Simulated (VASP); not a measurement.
# Bi in VASP: notebook

Bi is run at these levels: PBEsol, PBE; tasks: single point.

Everything below comes from runs of VASP 6.6.1. Logs are shortened: lines on timing, memory, paths and dates and some standing lists are left out, and cuts for length are marked.

## 1. The cell of the first run

It takes space group I4/mmm (No. 139, tetragonal). Conventional cell: a = 3.963 Å, b = 3.963 Å, c = 4.121 Å, α = 90.00°, β = 90.00°, γ = 90.00°. Bi (site symmetry 4/mmm) has 14 Bi at 3.48 to 4.12 Å within 4.6 Å.

## 2. Single point, PBEsol

File INCAR:

```
  PREC = Accurate
  ENCUT = 520
  EDIFF = 1E-6
  ISMEAR = -1
  SIGMA = 0.05
  LREAL = False
  LASPH = True
  NELM = 100
  ALGO = Normal
  ISIF = 2
  LWAVE = False
  LCHARG = False
  GGA = PS
  NBANDS = 14
```

File KPOINTS:

```
regular mesh
0
Gamma
  8 8 8
```

File POSCAR:

```
Bi
1.0
   -1.9814305318      1.9814305318      2.0606877531
    1.9814305318     -1.9814305318      2.0606877531
    1.9814305318      1.9814305318     -2.0606877531
Bi
1
Direct
    0.0000000000      0.0000000000      0.0000000000
```

Potentials or basis: VASP PAW PBE potentials, release 64 (Bi_d).

Run with:

```console
$ cat potpaw_PBE.64/Bi_d/POTCAR > POTCAR
$ mpirun -np 1 vasp_std > vasp.out
```

OUTCAR:

```text
PREC = Accurate
   ENCUT = 520
   EDIFF = 1E-6
   ISMEAR = -1
   LREAL = False
   LASPH = True
   NELM = 100
   ISIF = 2
   GGA = PS

 ion  position               nearest neighbor table
   1  0.000  0.000  0.000-

  LATTYP: Found a body centered tetragonal cell.
 ALAT       =     3.9628610636
 C/A-ratio  =     1.0400000000

  Lattice vectors:

 A1 = (  -1.9814305318,   1.9814305318,   2.0606877531)
 A2 = (   1.9814305318,  -1.9814305318,   2.0606877531)
 A3 = (   1.9814305318,   1.9814305318,  -2.0606877531)

Analysis of symmetry for initial positions (statically):
=====================================================================
 Subroutine PRICEL returns:
 Original cell was already a primitive cell.

 Routine SETGRP: Setting up the symmetry group for a
 body centered tetragonal supercell.

 Subroutine GETGRP returns: Found 16 space group operations
 (whereof 16 operations were pure point group operations)
 out of a pool of 16 trial point group operations.

The static configuration has the point symmetry D_4h.

Analysis of symmetry for dynamics (positions and initial velocities):
=====================================================================
 Subroutine PRICEL returns:
 Original cell was already a primitive cell.

 Routine SETGRP: Setting up the symmetry group for a
 body centered tetragonal supercell.

 Subroutine GETGRP returns: Found 16 space group operations
 (whereof 16 operations were pure point group operations)
 out of a pool of 16 trial point group operations.

The dynamic configuration has the point symmetry D_4h.

 Subroutine INISYM returns: Found 16 space group operations
 (whereof 16 operations are pure point group operations),
 and found     1 'primitive' translations

----------------------------------------------------------------------------------------

                                     Primitive cell

  volume of cell :      32.3616

  direct lattice vectors                    reciprocal lattice vectors
    -1.981430532  1.981430532  2.060687753     0.000000000  0.252342937  0.242637439
     1.981430532 -1.981430532  2.060687753     0.252342937  0.000000000  0.242637439
     1.981430532  1.981430532 -2.060687753     0.252342937  0.252342937  0.000000000

  length of vectors
     3.478299573  3.478299573  3.478299573     0.350071257  0.350071257  0.356866804

  position of ions in fractional coordinates (direct lattice)
     0.000000000  0.000000000  0.000000000

  ion indices of the primitive-cell ions
   primitive index   ion index
                 1           1

----------------------------------------------------------------------------------------

 KPOINTS: regular mesh

Automatic generation of k-mesh.
 Grid dimensions read from file:
 generate k-points for:    8    8    8

 Generating k-lattice:

  Cartesian coordinates                     Fractional coordinates (reciprocal lattice)
     0.000000000  0.031542867  0.030329680     0.125000000  0.000000000  0.000000000
     0.031542867  0.000000000  0.030329680     0.000000000  0.125000000  0.000000000
     0.031542867  0.031542867  0.000000000     0.000000000  0.000000000  0.125000000

  Length of vectors
     0.043758907  0.043758907  0.044608350

  Shift w.r.t. Gamma in fractional coordinates (k-lattice)
     0.000000000  0.000000000  0.000000000

 Subroutine IBZKPT returns following result:
 ===========================================

 Found     59 irreducible k-points:

 Following reciprocal coordinates:
            Coordinates               Weight
  0.000000  0.000000  0.000000      1.000000
  0.125000  0.000000 -0.000000      8.000000
  0.250000  0.000000 -0.000000      8.000000
  0.375000  0.000000  0.000000      8.000000
  0.500000  0.000000 -0.000000      4.000000
  0.125000  0.125000 -0.000000      8.000000
[... 16 lines left out ...]
  0.250000  0.125000  0.125000     16.000000
  0.375000  0.125000  0.125000      8.000000
 [... further k-points ...]
   k-points           NKPTS =     59   k-points in BZ     NKDIM =     59   number of bands    NBANDS=     14
   number of dos      NEDOS =    301   number of ions     NIONS =      1
   total plane-waves  NPLWV =  21952
   dimension x,y,z NGX =    28 NGY =   28 NGZ =   28
   dimension x,y,z NGXF=    56 NGYF=   56 NGZF=   56
   ions per type =               1
   NGX,Y,Z   is equivalent  to a cutoff of  13.38, 13.38, 13.38 a.u.
   NGXF,Y,Z  is equivalent  to a cutoff of  26.77, 26.77, 26.77 a.u.
 SYSTEM =  unknown system
   PREC   = accura    normal or accurate (medium, high low for compatibility)
   ISTART =      0    job   : 0-new  1-cont  2-samecut
   ICHARG =      2    charge: 1-file 2-atom 10-const
   ISPIN  =      1    spin polarized calculation?
   LNONCOLLINEAR =      F non collinear calculations
   LSORBIT =      F    spin-orbit coupling
   LASPH  =      T    aspherical Exc in radial PAW
   ENCUT  =  520.0 eV  38.22 Ry    6.18 a.u.   6.47  6.47  6.47*2*pi/ulx,y,z
   NELM   =    100;   NELMIN=  2; NELMDL= -5     # of ELM steps
   EDIFF  = 0.1E-05   stopping-criterion for ELM
   LREAL  =      F    real-space projection
   EDIFFG = 0.1E-04   stopping-criterion for IOM
   NSW    =      0    number of steps for IOM
   IBRION =     -1    ionic relax: 0-MD 1-quasi-New 2-CG
[... 8 lines left out ...]
   EMIN   =  10.00;   EMAX   =-10.00  energy-range for DOS
   EFERMI =   0.00;   METHOD = LEGACY
   ISMEAR =    -1;   SIGMA  =   0.05  broadening in eV -4-tet -1-fermi 0-gaus
   EFERMI_NEDOS =   21; number of points for ismear=-14 and -15
   IALGO  =     38    algorithm
   IMIX   =      4    mixing-type and parameters
     AMIX     =   0.40;   BMIX     =  1.00
     AMIX_MAG =   1.60;   BMIX_MAG =  1.00
  volume/ion in A,a.u.               =      32.36       218.39
  Fermi-wavevector in a.u.,A,eV,Ry     =   1.266957  2.394202 21.839808  1.605181
  Thomas-Fermi vector in A             =   2.400131
   LORBIT       =      0    0 simple, 1 ext, 2 COOP (PROOUT), +10 PAW based schemes
   GGA     = PS    functional components
   LHFCALC =     F    Hartree Fock is set to
   AEXX    =    0.0000 exact exchange contribution
   IVDW    =     0    specifies the selected vdW correction
   LEPSILON=     F    determine dielectric tensor
   LRPA    =     F    only Hartree local field effects (RPA)
 non-spin polarized calculation
  energy-cutoff  :      520.00
  volume of cell :       32.36
 maximum number of plane-waves:       903
 NGX is ok and might be reduce to    28
   NGX = 13   NGY = 13   NGZ = 13

 number of electron      15.0000003 magnetization

 Free energy of the ion-electron system (eV)
  ---------------------------------------------------
  ext. energy  EPLUGINS =         0.00000000
  ---------------------------------------------------
  free energy    TOTEN  =        -4.15754517 eV

  energy without entropy =       -4.14794161  energy(sigma->0) =       -4.15274339

 E-fermi :   7.3516     XC(G=0): -10.2554

 val. band max:        7.3465696157   @ k =  -0.2500   0.3750   0.2500
 cond. band min:       7.3516713474   @ k =   0.2500   0.2500   0.1250
 fundamental gap:      0.0051017317
 Fermi energy:         7.3515877159

 k-point     1 :       0.0000    0.0000    0.0000
  band No.  band energies     occupation
      1     -15.6685      2.00000
      2     -15.6685      2.00000
      3     -15.6581      2.00000
      4     -15.5586      2.00000
      5     -15.5469      2.00000
      6      -6.0059      2.00000
      7      12.0164      0.00000
      8      12.1400      0.00000
      9      12.1400      0.00000
     10      15.8596      0.00000
     11      17.4456      0.00000
     12      17.9078      0.00000
     13      17.9078      0.00000
     14      18.4966      0.00000

 k-point     2 :       0.1250    0.0000   -0.0000
  band No.  band energies     occupation
      1     -15.6687      2.00000
      2     -15.6592      2.00000
      3     -15.6364      2.00000
      4     -15.5628      2.00000
      5     -15.5499      2.00000
      6      -5.7397      2.00000
      7       9.7535      0.00000
      8      11.4386      0.00000
      9      11.8937      0.00000
     10      15.7353      0.00000
     11      16.7916      0.00000
     12      17.3676      0.00000
     13      17.6785      0.00000
     14      19.6081      0.00000

 k-point     3 :       0.2500    0.0000   -0.0000
  band No.  band energies     occupation
      1     -15.6797      2.00000
      2     -15.6421      2.00000
      3     -15.5727      2.00000
      4     -15.5709      2.00000
      5     -15.5547      2.00000
      6      -4.9728      2.00000
      7       6.4107      2.00000
      8      10.1896      0.00000
      9      11.4214      0.00000
     10      14.3185      0.00000
     11      15.7554      0.00000
     12      17.4965      0.00000
     13      18.9414      0.00000
     14      21.9981      0.00000

 k-point     4 :       0.3750    0.0000    0.0000
  band No.  band energies     occupation
      1     -15.6913      2.00000
      2     -15.6385      2.00000
      3     -15.5693      2.00000
      4     -15.5568      2.00000
      5     -15.5075      2.00000
      6      -3.8851      2.00000
      7       3.6316      2.00000
      8       9.2403      0.00000
      9      10.9551      0.00000
     10      13.5008      0.00000
     11      15.1355      0.00000
     12      18.3244      0.00000
     13      20.0012      0.00000
     14      23.5330      0.00000

 k-point     5 :       0.5000    0.0000   -0.0000
  band No.  band energies     occupation
      1     -15.6960      2.00000
      2     -15.6415      2.00000
      3     -15.5669      2.00000
      4     -15.5552      2.00000
      5     -15.4801      2.00000
      6      -3.2165      2.00000
      7       2.3828      2.00000
      8       8.8977      0.00000
      9      10.7697      0.00000
     10      13.2361      0.00000
     11      14.9304      0.00000
     12      18.9569      0.00000
     13      20.7633      0.00000
     14      22.4833      0.00000

 k-point     6 :       0.1250    0.1250   -0.0000
  band No.  band energies     occupation
      1     -15.6673      2.00000
      2     -15.6535      2.00000
      3     -15.5916      2.00000
      4     -15.5706      2.00000
      5     -15.5545      2.00000
      6      -5.2320      2.00000
      7       7.5999      0.01385
      8       9.9411      0.00000
      9      11.2854      0.00000
     10      15.6830      0.00000
     11      15.9370      0.00000
     12      18.0587      0.00000
     13      18.5954      0.00000
     14      20.2925      0.00000

 k-point     7 :       0.2500    0.1250   -0.0000
  band No.  band energies     occupation
      1     -15.6759      2.00000
      2     -15.6363      2.00000
      3     -15.5727      2.00000
      4     -15.5612      2.00000
      5     -15.5346      2.00000
      6      -4.2924      2.00000
      7       4.9859      2.00000
      8       8.3818      0.00000
      9      10.6121      0.00000
     10      14.8178      0.00000
     11      16.5282      0.00000
     12      17.8053      0.00000
     13      20.1326      0.00000
     14      21.8040      0.00000
[... 205 lines left out ...]
 k-point    20 :      -0.3750    0.3750    0.0000
  band No.  band energies     occupation
      1     -15.7008      2.00000
      2     -15.6414      2.00000
      3     -15.5559      2.00000
      4     -15.5548      2.00000
      5     -15.5047      2.00000
      6      -3.7892      2.00000
      7       3.7551      2.00000
      8       8.8926      0.00000
      9      10.4714      0.00000
     10      13.1014      0.00000
     11      14.5811      0.00000
     12      19.2138      0.00000
     13      20.5267      0.00000
     14      24.8063      0.00000

 k-point    21 :       0.5000    0.5000   -0.0000
  band No.  band energies     occupation
      1     -15.7063      2.00000
      2     -15.6459      2.00000
      3     -15.5555      2.00000
      4     -15.5495      2.00000
      5     -15.4760      2.00000
      6      -3.0800      2.00000
      7       2.4668      2.00000
      8       8.5317      0.00000
      9      10.2367      0.00000
     10      12.8008      0.00000
     11      14.3684      0.00000
     12      20.0351      0.00000
     13      21.1704      0.00000
     14      24.0056      0.00000

 k-point    22 :       0.1250    0.1250    0.1250
  band No.  band energies     occupation
      1     -15.6656      2.00000
      2     -15.6602      2.00000
      3     -15.5623      2.00000
      4     -15.5605      2.00000
      5     -15.5436      2.00000
      6      -4.4823      2.00000
      7       5.6298      2.00000
      8       8.8574      0.00000
      9       9.1546      0.00000
     10      16.9350      0.00000
     11      17.2808      0.00000
     12      18.4053      0.00000
     13      19.4071      0.00000
     14      20.1332      0.00000

 k-point    23 :       0.2500    0.1250    0.1250
  band No.  band energies     occupation
      1     -15.6694      2.00000
      2     -15.6361      2.00000
      3     -15.5645      2.00000
      4     -15.5586      2.00000
      5     -15.5211      2.00000
      6      -3.5166      2.00000
      7       3.9159      2.00000
      8       7.0799      1.99130
      9       8.3896      0.00000
     10      17.3255      0.00000
     11      17.9722      0.00000
     12      19.6293      0.00000
     13      20.3232      0.00000
     14      21.6773      0.00000

 k-point    24 :       0.3750    0.1250    0.1250
  band No.  band energies     occupation
      1     -15.6720      2.00000
      2     -15.6215      2.00000
      3     -15.5637      2.00000
      4     -15.5554      2.00000
      5     -15.5198      2.00000
      6      -2.9708      2.00000
      7       3.0782      2.00000
      8       6.4716      2.00000
      9       8.1377      0.00000
     10      17.1310      0.00000
     11      18.2281      0.00000
     12      19.9691      0.00000
     13      21.3391      0.00000
     14      22.6897      0.00000

 [... further k-points ...]
[... 5 lines left out ...]
  --------------------------------------------------------------------------------------
  -------------------------------------------------------------------------------------
  Total       -0.7134211     -0.7134211     -1.0298555      0.0000000      0.0000000      0.0000000
  in kB      -35.3204852    -35.3204852    -50.9867115      0.0000000      0.0000000      0.0000000
  external PRESSURE =     -40.5425606 kB  Pullay stress =       0.0000000 kB

 VOLUME and BASIS-vectors are now :
 -----------------------------------------------------------------------------
  energy-cutoff  :      520.00
  volume of cell :       32.36
      direct lattice vectors                 reciprocal lattice vectors
    -1.981430532  1.981430532  2.060687753     0.000000000  0.252342937  0.242637439
     1.981430532 -1.981430532  2.060687753     0.252342937  0.000000000  0.242637439
     1.981430532  1.981430532 -2.060687753     0.252342937  0.252342937  0.000000000

 POSITION                                       TOTAL-FORCE (eV/Angst)
 -----------------------------------------------------------------------------------
      0.00000      0.00000      0.00000         0.000000      0.000000     -0.000000
 -----------------------------------------------------------------------------------
    total drift:                               -0.000000     -0.000000     -0.000000

  FREE ENERGIE OF THE ION-ELECTRON SYSTEM (eV)
  ---------------------------------------------------
  free  energy   TOTEN  =        -4.1575451740 eV

  energy  without entropy=       -4.1479416146  energy(sigma->0) =       -4.15274339
```

It took 12 s on 1 thread of Intel Xeon Platinum 8488C (Sapphire Rapids), shared host; peak memory 0.17 GiB.

What came out:

```yaml
Free_energy: -4.1575 eV
Pressure: -4.1 GPa
```

Stress tensor (GPa, compression positive):
```
-3.53  0.00  0.00
 0.00 -3.53  0.00
 0.00  0.00 -5.10
```

Levels at points of the mesh, in eV from the Fermi level:
| k point | band 5 | band 6 | band 7 | band 8 | band 9 | band 10 |
| --- | --- | --- | --- | --- | --- | --- |
| (0.00, 0.00, 0.00) | -22.90 | -13.36 | 4.66 | 4.79 | 4.79 | 8.51 |
| (0.50, 0.00, 0.00) | -22.83 | -10.57 | -4.97 | 1.55 | 3.42 | 5.88 |
| (0.50, 0.50, 0.00) | -22.83 | -10.43 | -4.88 | 1.18 | 2.89 | 5.45 |
| (0.50, 0.50, 0.50) | -22.84 | -8.61 | -2.19 | -1.60 | -1.60 | 3.34 |

Caveat: the PAW data sets were made with another functional, which shifts forces and pressure a little; spin-orbit coupling is left out, which moves the levels of the heavy elements.

## 3. Single point, PBE

This run uses another cell than the first one, of 31.12 Å³/atom, 0.962 times its volume.

File INCAR:

```
SYSTEM = Bi
PREC = Accurate ; ENCUT = 520
EDIFF = 1E-7 ; ISMEAR = 0
SIGMA = 0.019000000000000003 ; LREAL = .False.
LASPH = .True. ; NELM = 80
ALGO = Fast ; ISIF = 2
LWAVE = .False. ; LCHARG = .False.
GGA = PE ; NBANDS = 14
```

File KPOINTS:

```
Automatic mesh
0
Gamma
  9 9 9
  0 0 0
```

File POSCAR:

```
Bi
1.0
   -1.9814305318      1.9814305318      1.9814305318
    1.9814305318     -1.9814305318      1.9814305318
    1.9814305318      1.9814305318     -1.9814305318
Bi
1
Direct
    0.0000000000      0.0000000000      0.0000000000
```

Potentials or basis: VASP PAW PBE potentials, release 64 (Bi_d).

Run with:

```console
$ cat potpaw_PBE.64/Bi_d/POTCAR > POTCAR
$ mpirun -np 1 vasp_std > vasp.out
```

Run time: 27 s. Hardware: 1 thread of Intel Xeon 8259CL, shared host; peak memory 0.15 GiB.

The run converged. Its results:

```
Free energy : -3.7670 eV
Pressure    : 0.8 GPa
```

Levels at points of the mesh, in eV from the Fermi level:
| k point | band 4 | band 5 | band 6 | band 7 | band 8 | band 9 | band 10 | band 11 |
| --- | --- | --- | --- | --- | --- | --- | --- | --- |
| (0.00, 0.00, 0.00) | -22.92 | -22.92 | -13.53 | 5.11 | 5.11 | 5.11 | 9.12 | 10.46 |

Caveat: spin-orbit coupling is left out, which moves the levels of the heavy elements.
